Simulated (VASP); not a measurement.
Crystal: SnO (zincblende type).

```
Sn O
1.0
     0.00000    2.73759    2.73759
     2.73759    0.00000    2.73759
     2.73759    2.73759    0.00000
Sn O
1 1
Cartesian
  0.0000 0.0000 0.0000
  1.3688 1.3688 1.3688
```

Base run:

```yaml
Program: VASP 6.6.1
Functional: PBEsol
Potentials_or_basis: VASP PAW PBE potentials, release 64 (Sn_d, O)
Cutoff: 520 eV
k_mesh: 12 × 12 × 12
Occupations: fermi-dirac, width 0.08 eV
Spin: no spin polarisation
```

Its results: band gap on the k mesh zero (band 10 reaches 5.56 eV, above the bottom of band 11 at 5.36 eV); pressure -3.3 GPa.

Problem. The run is repeated on the same cell with these changes: functional from PBEsol to LDA; potentials or basis from VASP PAW PBE potentials, release 64 (Sn_d, O) to VASP PAW LDA potentials, release 64 (Sn_d, O). What comes out?

Solution. Band gap on the k mesh zero (band 10 reaches 5.36 eV, above the bottom of band 11 at 5.16 eV); pressure -5.2 GPa.

Caveats: spin-orbit coupling is left out, which moves the levels of the heavy elements; the PAW data sets were made with another functional, which shifts forces and pressure a little (some runs).
